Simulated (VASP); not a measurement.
Write the native input for VASP 6.6.1 that does the following.

| Item | Value |
| --- | --- |
| Task | single point |
| Functional | PBE |
| Dispersion | D3(BJ) |
| Potentials or basis | VASP PAW PBE potentials, release 64 (B, N) |
| Cutoff | 520 eV |
| k mesh | 3 × 3 × 1 |
| Occupations | gaussian, width 0.05 eV |
| Spin | no spin polarisation |
| Dipole correction | yes |
| Further INCAR settings | LREAL = Auto; ALGO = Normal; EDIFF = 1e-06; NBANDS = 96 |

The structure of BN lies in POSCAR:

```
BN
1.0
    7.5193142762      0.0000000000      0.0000000000
   -3.7596571381      6.5119171822      0.0000000000
    0.0000000000      0.0000000000     23.8320240696
B N
18 18
Direct
    0.2222222222      0.1111111111      0.3356827761
    0.2222222222      0.4444444444      0.3356827761
    0.2222222222      0.7777777778      0.3356827761
    0.5555555556      0.1111111111      0.3356827761
    0.5555555556      0.4444444444      0.3356827761
    0.5555555556      0.7777777778      0.3356827761
    0.8888888889      0.1111111111      0.3356827761
    0.8888888889      0.4444444444      0.3356827761
    0.8888888889      0.7777777778      0.3356827761
    0.1151415038      0.2285995309      0.4761778609
    0.1149957086      0.5615919747      0.4763234163
    0.1149373039      0.8949609490      0.4765802295
    0.4482667045      0.2285553324      0.4764440416
    0.4481644759      0.5616490304      0.4761267124
    0.4481655954      0.8948419410      0.4760137280
    0.7816256193      0.2284679458      0.4763663780
    0.7814372761      0.5615444795      0.4765257383
    0.7814854612      0.8949014776      0.4759474622
    0.1111111111      0.2222222222      0.3356827761
    0.1111111111      0.5555555556      0.3356827761
    0.1111111111      0.8888888889      0.3356827761
    0.4444444444      0.2222222222      0.3356827761
    0.4444444444      0.5555555556      0.3356827761
    0.4444444444      0.8888888889      0.3356827761
    0.7777777778      0.2222222222      0.3356827761
    0.7777777778      0.5555555556      0.3356827761
    0.7777777778      0.8888888889      0.3356827761
    0.2260061559      0.1171948720      0.4766507253
    0.2259638439      0.4504921722      0.4757373991
    0.2260483442      0.7838897718      0.4764272218
    0.5593336262      0.1172112451      0.4765982222
    0.5593324513      0.4505527817      0.4762055870
    0.5594301505      0.7840035048      0.4756700726
    0.8926876865      0.1172419903      0.4763479889
    0.8927023011      0.4505778612      0.4766378959
    0.8926544862      0.7839027495      0.4766306038
```

These files were run (other wordings do the same):

INCAR

```
PREC     = Accurate       # precision mode
ENCUT    = 520            # plane-wave cutoff, eV
EDIFF    = 1E-6           # SCF threshold, eV
ISMEAR   = 0              # smearing method
SIGMA    = 0.05           # smearing width, eV
LREAL    = Auto         
LASPH    = T              # aspherical terms in the spheres
NELM     = 80             # most SCF steps
ALGO     = Normal         # electronic algorithm
ISIF     = 2              # what is computed and relaxed
LWAVE    = F              # write WAVECAR
LCHARG   = T              # write CHGCAR
LDIPOL   = T            
IDIPOL   = 3            
DIPOL    = 0.5 0.5 0.406
GGA      = PE             # functional
IVDW     = 12             # dispersion correction
LELF     = T              # ELF
LVHAR    = T            
LVACPOTAV= T            
NBANDS   = 96             # bands
```

KPOINTS

```
regular mesh
0
Gamma
  3 3 1
```

Potentials or basis: VASP PAW PBE potentials, release 64 (B, N).

Launch:

```console
$ cat potpaw_PBE.64/B/POTCAR potpaw_PBE.64/N/POTCAR > POTCAR
$ mpirun -np 1 vasp_std > vasp.out
```

It gave:

- Largest force: 0.126 eV/Å
- Band gap on the k mesh: 4.54 eV
- Dispersion energy per atom: -0.106 eV

Run time: 26 min on 1 thread of Intel(R) Xeon(R) Platinum 8259CL CPU @ 2.50GHz (Skylake/Cascade Lake) (shared host), peak memory 1.2 GiB.
